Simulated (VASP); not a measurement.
## Si16HO32 (a cell with a defect): single point with PBEsol

Si16HO32 (a cell with a defect):

```
Si O H
1.0
   -10.07800    0.00000    0.00000
     0.00000   -8.76400    0.00000
     0.00000    0.00000    8.23500
Si O H
16 32 1
Direct
  0.48347 0.39565 0.59049
  0.55494 0.64481 0.09189
  0.53029 0.32277 0.93836
  0.49677 0.70675 0.45843
  0.25118 0.87299 0.57302
  0.26320 0.13093 0.06191
  0.30578 0.81243 0.94933
  0.24735 0.19893 0.45031
  0.99768 0.36360 0.58567
  0.05656 0.63763 0.07480
  0.02355 0.29884 0.95066
  0.00962 0.69346 0.44769
  0.76658 0.87021 0.59794
  0.76533 0.13922 0.09322
  0.80617 0.79930 0.98783
  0.72389 0.19752 0.47241
  0.51449 0.72396 0.26125
  0.51338 0.43165 0.78820
  0.42625 0.55606 0.52815
  0.55223 0.45745 0.10013
  0.63910 0.34231 0.52482
  0.46399 0.72347 0.95398
  0.38112 0.25455 0.00302
  0.63646 0.74185 0.57479
  0.23037 0.16754 0.26339
  0.26217 0.81733 0.76611
  0.20234 0.05030 0.55474
  0.32343 0.97139 0.02500
  0.40639 0.85177 0.50865
  0.13479 0.16579 0.96138
  0.20550 0.73100 0.06273
  0.39060 0.24481 0.54087
  0.99001 0.65479 0.25373
  0.96824 0.34214 0.78444
  0.01088 0.54471 0.54945
  0.08390 0.45516 0.03610
  0.13093 0.30846 0.51756
  0.95079 0.70492 0.95999
  0.89797 0.25682 0.06680
  0.16142 0.75895 0.45745
  0.69019 0.18304 0.25752
  0.78266 0.83901 0.78504
  0.70155 0.04261 0.55812
  0.80026 0.95281 0.10283
  0.91235 0.82789 0.48963
  0.65174 0.18388 0.96289
  0.71424 0.66929 0.04407
  0.87408 0.26535 0.47922
  0.04776 0.93643 0.12342
```

```
Program             : VASP 6.6.1
Task                : single point
Functional          : PBEsol
Potentials or basis : VASP PAW PBE potentials, release 64 (Si, O, H)
Cutoff              : 520 eV
k mesh              : 1 × 1 × 1
Occupations         : fermi-dirac, width 0.05 eV
Spin                : collinear spin, ferromagnetic start
```

The pressure is -2.0 GPa, the largest force is 6.888 eV/Å and the band gap on the k mesh is 3.49 eV. The net moment is 1.00 μB per cell, the site moments are Si +0.00, -0.00; O +0.00, +0.01, +0.02, -0.00; H +0.36 μB and the valence electrons inside the program's atomic spheres are Si 1.56, 1.64, 1.50, 1.60, 1.58, 1.63, 1.72, 1.70, 1.71, 1.51; O 5.21, 5.19, 5.23, 5.12, 5.18, 5.14, 5.09, 5.33, 5.20, 5.26, 5.22, 5.15, 5.25, 5.28, 5.30, 5.24, 5.16, 5.17; H 0.38.

Forces on the atoms (eV/Å):
```
Si  -2.324  2.081  0.012
Si  -0.646  1.585 -1.052
Si   0.357  0.979  6.809
Si  -2.357 -2.973  0.926
Si  -1.126  0.767 -0.172
Si  -2.684 -3.642  2.238
Si  -3.977  3.365 -1.145
Si   0.024  0.425  2.424
Si   4.298  0.367 -0.021
Si  -3.058  1.605  1.921
Si  -0.302 -0.989  4.758
Si  -1.934 -0.708 -2.913
Si   1.565  2.021 -1.427
Si  -1.048 -1.245  0.653
Si  -2.681 -1.325 -3.622
Si  -1.165 -2.748 -5.277
O   -0.240  0.578  1.510
O    0.490  0.738 -2.842
O   -0.033  0.934 -0.635
O    0.407  0.976 -1.868
O    3.373 -1.381  1.268
O    2.578 -1.229 -0.202
O   -0.729  0.418 -0.659
O   -0.320 -0.384 -2.409
O   -0.927  0.396 -2.881
O    1.100 -0.488 -2.413
O   -0.569  2.089  0.345
O   -1.038 -1.573  1.160
O    1.545 -0.509  0.008
O    1.538 -0.131 -1.193
O    3.501  2.818  1.463
O    0.217 -1.565 -0.469
O   -0.342  0.083  0.628
O    0.544 -0.427 -5.376
O    1.487  1.791  1.723
O   -0.276 -0.441 -0.202
O   -2.569  0.339 -0.966
O    2.404 -2.379 -1.665
O    1.356  2.130  0.065
O   -0.510 -0.906  1.225
O   -0.704  0.248  4.024
O   -0.858 -0.761  3.031
O   -0.749  3.404  1.277
O   -0.177 -0.223 -1.228
O    4.187 -2.100  2.205
O    2.173 -1.797 -2.183
O    2.583  0.925  1.267
O   -2.363 -1.049  1.769
H   -0.025 -0.088  0.108
```

Stress tensor (GPa, compression positive):
```
-4.46 -0.82 -0.28
-0.82  0.00  2.67
-0.28  2.67 -1.44
```

Levels at points of the mesh, in eV from the valence-band top:
Spin up:
| k point | band 127 | band 128 | band 129 | band 130 | band 131 | band 132 |
| --- | --- | --- | --- | --- | --- | --- |
| (0.00, 0.00, 0.00) | -0.48 | -0.37 | 0.00 | 4.34 | 5.65 | 5.92 |
Spin down:
| k point | band 124 | band 125 | band 126 | band 127 | band 128 | band 129 | band 130 | band 131 | band 132 | band 133 |
| --- | --- | --- | --- | --- | --- | --- | --- | --- | --- | --- |
| (0.00, 0.00, 0.00) | -0.75 | -0.66 | -0.56 | -0.48 | -0.36 | 3.49 | 4.61 | 5.66 | 5.94 | 6.30 |

Wall time 4.4 min on 1 thread of Intel(R) Xeon(R) 6975P-C (Granite Rapids) (shared host), peak memory 0.98 GiB.

Caveat: the k points lie up to 0.76 Å⁻¹ apart; the PAW data sets were made with another functional, which shifts forces and pressure a little.
